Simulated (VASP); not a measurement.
# InP (km) (F-43m) in VASP: single point with PBEsol

Aim: the single point of InP (km) with PBEsol.

All numbers are computed with VASP 6.6.1; they aren't measurements. Logs are shortened: lines on timing, memory, paths and dates and some standing lists are left out, and cuts for length are marked.

## 1. The cell of the first run

It takes space group F-43m (No. 216, cubic). Conventional cell: a = 5.879 Å, b = 5.879 Å, c = 5.879 Å, α = 90.00°, β = 90.00°, γ = 90.00°. In (site symmetry -43m) has 4 P at 2.55 Å within 3.4 Å. P (site symmetry -43m) has 4 In at 2.55 Å within 3.4 Å.

## 2. Single point, PBEsol

The input, INCAR:

```
PREC = Accurate
ENCUT = 500
EDIFF = 1E-6
ISMEAR = 0
SIGMA = 0.02
LREAL = F
LASPH = T
NELM = 120
ALGO = Normal
ISIF = 2
LWAVE = F
LCHARG = T
GGA = PS
LELF = T
LVHAR = T
NBANDS = 16
GGA_COMPAT = F
```

The input, KPOINTS:

```
Automatic mesh
0
Gamma
  6 6 6
```

The input, POSCAR:

```
InP
1.0
    0.0000000000      2.9395031569      2.9395031569
    2.9395031569      0.0000000000      2.9395031569
    2.9395031569      2.9395031569      0.0000000000
In P
1 1
Direct
    0.0000000000      0.0000000000      0.0000000000
    0.7500000000      0.7500000000      0.7500000000
```

Potentials or basis: VASP PAW PBE potentials, release 64 (In_d, P).

Launch:

```console
$ cat potpaw_PBE.64/In_d/POTCAR potpaw_PBE.64/P/POTCAR > POTCAR
$ mpirun -np 1 vasp_std > vasp.out
```

OUTCAR:

```text
PREC = Accurate
   ENCUT = 500
   EDIFF = 1E-6
   ISMEAR = 0
   LREAL = F
   LASPH = T
   NELM = 120
   ISIF = 2
   GGA = PS

 ion  position               nearest neighbor table
   1  0.000  0.000  0.000-   2 2.55   2 2.55   2 2.55   2 2.55
   2  0.750  0.750  0.750-   1 2.55   1 2.55   1 2.55   1 2.55

  LATTYP: Found a face centered cubic cell.
 ALAT       =     5.8790063138

  Lattice vectors:

 A1 = (   0.0000000000,   2.9395031569,   2.9395031569)
 A2 = (   2.9395031569,   0.0000000000,   2.9395031569)
 A3 = (   2.9395031569,   2.9395031569,   0.0000000000)

Analysis of symmetry for initial positions (statically):
=====================================================================
 Subroutine PRICEL returns:
 Original cell was already a primitive cell.

 Routine SETGRP: Setting up the symmetry group for a
 face centered cubic supercell.

 Subroutine GETGRP returns: Found 24 space group operations
 (whereof 24 operations were pure point group operations)
 out of a pool of 48 trial point group operations.

The static configuration has the point symmetry T_d .

Analysis of symmetry for dynamics (positions and initial velocities):
=====================================================================
 Subroutine PRICEL returns:
 Original cell was already a primitive cell.

 Routine SETGRP: Setting up the symmetry group for a
 face centered cubic supercell.

 Subroutine GETGRP returns: Found 24 space group operations
 (whereof 24 operations were pure point group operations)
 out of a pool of 48 trial point group operations.

The dynamic configuration has the point symmetry T_d .

 Subroutine INISYM returns: Found 24 space group operations
 (whereof 24 operations are pure point group operations),
 and found     1 'primitive' translations

----------------------------------------------------------------------------------------

                                     Primitive cell

  volume of cell :      50.7986

  direct lattice vectors                    reciprocal lattice vectors
     0.000000000  2.939503157  2.939503157    -0.170096773  0.170096773  0.170096773
     2.939503157  0.000000000  2.939503157     0.170096773 -0.170096773  0.170096773
     2.939503157  2.939503157  0.000000000     0.170096773  0.170096773 -0.170096773

  length of vectors
     4.157085231  4.157085231  4.157085231     0.294616252  0.294616252  0.294616252

[... 69 lines left out ...]
   ENCUT  =  500.0 eV  36.75 Ry    6.06 a.u.   7.58  7.58  7.58*2*pi/ulx,y,z
   NELM   =    120;   NELMIN=  2; NELMDL= -5     # of ELM steps
   EDIFF  = 0.1E-05   stopping-criterion for ELM
   LREAL  =      F    real-space projection
   EDIFFG = 0.1E-04   stopping-criterion for IOM
   NSW    =      0    number of steps for IOM
   IBRION =     -1    ionic relax: 0-MD 1-quasi-New 2-CG
   NFREE  =      0    steps in history (QN), initial steepest desc. (CG)
   ISIF   =      2    stress and relaxation
   ISYM   =      2    0-nonsym 1-usesym 2-fastsym
   POTIM  = 0.5000    time-step for ionic-motion
   TEBEG  =    0.0;   TEEND  =   0.0 temperature during run
   PSTRESS=    0.0 pullay stress
   NELECT =      18.0000    total number of electrons
   NUPDOWN=      -1.0000    fix difference up-down
   EMIN   =  10.00;   EMAX   =-10.00  energy-range for DOS
   EFERMI =   0.00;   METHOD = LEGACY
   ISMEAR =     0;   SIGMA  =   0.02  broadening in eV -4-tet -1-fermi 0-gaus
   EFERMI_NEDOS =   21; number of points for ismear=-14 and -15
   IALGO  =     38    algorithm
   IMIX   =      4    mixing-type and parameters
     AMIX     =   0.40;   BMIX     =  1.00
     AMIX_MAG =   1.60;   BMIX_MAG =  1.00
  volume/ion in A,a.u.               =      25.40       171.40
  Fermi-wavevector in a.u.,A,eV,Ry     =   1.158462  2.189175 18.259479  1.342034
  Thomas-Fermi vector in A             =   2.295064
   LORBIT       =      0    0 simple, 1 ext, 2 COOP (PROOUT), +10 PAW based schemes
   GGA     = PS    functional components
   LHFCALC =     F    Hartree Fock is set to
   AEXX    =    0.0000 exact exchange contribution
   IVDW    =     0    specifies the selected vdW correction
   LEPSILON=     F    determine dielectric tensor
   LRPA    =     F    only Hartree local field effects (RPA)
 non-spin polarized calculation
 Gauss-broadening in eV      SIGMA  =   0.02
  energy-cutoff  :      500.00
  volume of cell :       50.80
 maximum number of plane-waves:      1308
   NGX = 15   NGY = 15   NGZ = 15

 number of electron      18.0000005 magnetization

 Free energy of the ion-electron system (eV)
  ---------------------------------------------------
  ext. energy  EPLUGINS =         0.00000000
  ---------------------------------------------------
  free energy    TOTEN  =        -9.14298974 eV

  energy without entropy =       -9.14298974  energy(sigma->0) =       -9.14298974

 E-fermi :   5.1199     XC(G=0):  -9.4362

 val. band max:        4.9982991133   @ k =   0.0000   0.0000   0.0000
 cond. band min:       5.5610652612   @ k =   0.0000   0.0000   0.0000
 fundamental gap:      0.5627661478
 Fermi energy:         5.1198713250

 k-point     1 :       0.0000    0.0000    0.0000
  band No.  band energies     occupation
      1      -9.1404      2.00000
      2      -9.1404      2.00000
      3      -9.1404      2.00000
      4      -8.9908      2.00000
      5      -8.9908      2.00000
      6      -6.4876      2.00000
[... 281 lines left out ...]
      3      -9.0455      2.00000
      4      -9.0190      2.00000
      5      -8.9693      2.00000
      6      -4.0535      2.00000
[... 8 lines left out ...]
     15      16.2002      0.00000
     16      16.8814      0.00000

------------------------ aborting loop because EDIFF is reached ----------------------------------------

  FORCE on cell =-STRESS in cart. coord.  units (eV):
  Direction    XX          YY          ZZ          XY          YZ          ZX
  --------------------------------------------------------------------------------------
  -------------------------------------------------------------------------------------
  Total       -0.0141944     -0.0141944     -0.0141944      0.0000000      0.0000000      0.0000000
  in kB       -0.4476876     -0.4476876     -0.4476876      0.0000000      0.0000000      0.0000000
  external PRESSURE =      -0.4476876 kB  Pullay stress =       0.0000000 kB

 VOLUME and BASIS-vectors are now :
 -----------------------------------------------------------------------------
  energy-cutoff  :      500.00
  volume of cell :       50.80
      direct lattice vectors                 reciprocal lattice vectors
     0.000000000  2.939503157  2.939503157    -0.170096773  0.170096773  0.170096773
     2.939503157  0.000000000  2.939503157     0.170096773 -0.170096773  0.170096773
     2.939503157  2.939503157  0.000000000     0.170096773  0.170096773 -0.170096773

 POSITION                                       TOTAL-FORCE (eV/Angst)
 -----------------------------------------------------------------------------------
      0.00000      0.00000      0.00000        -0.000000     -0.000000     -0.000000
      4.40925      4.40925      4.40925         0.000000      0.000000      0.000000
 -----------------------------------------------------------------------------------
    total drift:                               -0.000000     -0.000000     -0.000000

  FREE ENERGIE OF THE ION-ELECTRON SYSTEM (eV)
  ---------------------------------------------------
  free  energy   TOTEN  =        -9.1429897427 eV

  energy  without entropy=       -9.1429897427  energy(sigma->0) =       -9.14298974
```

OSZICAR:

```text
N       E                     dE             d eps       ncg     rms          rms(c)
DAV:   1     0.109851277595E+03    0.10985E+03   -0.81767E+03   512   0.118E+03
DAV:   2    -0.203980935030E+01   -0.11189E+03   -0.10737E+03   544   0.299E+02
DAV:   3    -0.933906553376E+01   -0.72993E+01   -0.72597E+01   680   0.742E+01
DAV:   4    -0.953896217774E+01   -0.19990E+00   -0.19980E+00   608   0.135E+01
DAV:   5    -0.954943615283E+01   -0.10474E-01   -0.10474E-01   776   0.272E+00    0.538E+00
DAV:   6    -0.917984381730E+01    0.36959E+00   -0.57131E-01   816   0.133E+01    0.314E+00
DAV:   7    -0.914529774702E+01    0.34546E-01   -0.13570E-01   760   0.330E+00    0.111E+00
DAV:   8    -0.914267222208E+01    0.26255E-02   -0.14397E-02   648   0.137E+00    0.292E-01
DAV:   9    -0.914289486746E+01   -0.22265E-03   -0.11097E-03   664   0.366E-01    0.133E-01
DAV:  10    -0.914296000078E+01   -0.65133E-04   -0.15690E-04   752   0.154E-01    0.844E-02
DAV:  11    -0.914299069297E+01   -0.30692E-04   -0.45713E-05   576   0.743E-02    0.311E-02
DAV:  12    -0.914298974271E+01    0.95026E-06   -0.45988E-06   576   0.200E-02
   1 F= -.91429897E+01 E0= -.91429897E+01  d E =-.140638E-19
```

stdout:

```text
POSCAR found type information on POSCAR InP
 POSCAR found :  2 types and       2 ions
 scaLAPACK will be used
 -----------------------------------------------------------------------------
|                                                                             |
|                                                                             |
|     You enforced a specific xc type in the INCAR file but a different       |
|     I HOPE YOU KNOW WHAT YOU ARE DOING!                                     |
|                                                                             |
 -----------------------------------------------------------------------------

 LDA part: xc-table for (Slater+PW92), standard interpolation
 POSCAR, INCAR and KPOINTS ok, starting setup
 FFT: planning ... GRIDC
 FFT: planning ... GRID_SOFT
 FFT: planning ... GRID
 WAVECAR not read
 entering main loop
```

Wall time 8.8 s (1 thread of Intel Xeon 6975P-C (Granite Rapids), shared host); peak memory 0.16 GiB.

What came out:

- Free energy: -9.1430 eV
- Pressure: 0.0 GPa
- Band gap on the k mesh: 0.56 eV, direct

Levels at points of the mesh, in eV from the valence-band top:
```csv
k point,band 5,band 6,band 7,band 8,band 9,band 10,band 11,band 12,band 13,band 14
"(0.00, 0.00, 0.00)",-13.99,-11.49,0.00,0.00,0.00,0.56,4.01,4.01,4.01,8.31
"(0.50, 0.00, 0.00)",-13.98,-9.77,-5.76,-0.97,-0.97,1.38,4.73,4.73,6.93,9.27
"(0.50, 0.50, 0.00)",-13.95,-9.11,-5.78,-2.32,-2.32,1.64,2.16,9.04,9.46,9.46
```

Caveat: the PAW data sets were made with another functional, which shifts forces and pressure a little; spin-orbit coupling is left out, which moves the levels of the heavy elements. PBEsol gaps usually lie below the measured ones, often by a third to a half.
